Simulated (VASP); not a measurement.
WS2, 3 atoms in the cell. The cell holds a sheet with vacuum, 3 atoms: a = 3.157 Å, b = 3.133 Å, c = 30.080 Å, α = 90.00°, β = 90.00°, γ = 120.25°. 

```yaml
Program: VASP 6.6.1
Task: single point
Functional: LDA
Potentials_or_basis: VASP PAW LDA potentials, release 64 (S, W_sv)
Cutoff: 400 eV
k_mesh: 12 × 12 × 1
Occupations: gaussian, width 0.02 eV
Spin: no spin polarisation
Dipole_correction: yes
Further_INCAR_settings: ALGO = Normal; EDIFF = 1e-06; NBANDS = 20; NELMDL = -8
```

Potentials or basis: VASP PAW LDA potentials, release 64 (S, W_sv).

Run with:

```bash
$ cat potpaw_LDA.64/S/POTCAR potpaw_LDA.64/W_sv/POTCAR > POTCAR
$ mpirun -np 1 vasp_std > vasp.out
```

Hardware: 1 thread of AMD EPYC 7R13, on a shared host.

Question: How long does it take, and how much memory?

Answer: It took 7.7 min on 1 thread of AMD EPYC 7R13, on a shared host, peak memory 0.28 GiB. Counts: scf iterations 25, k points 43.
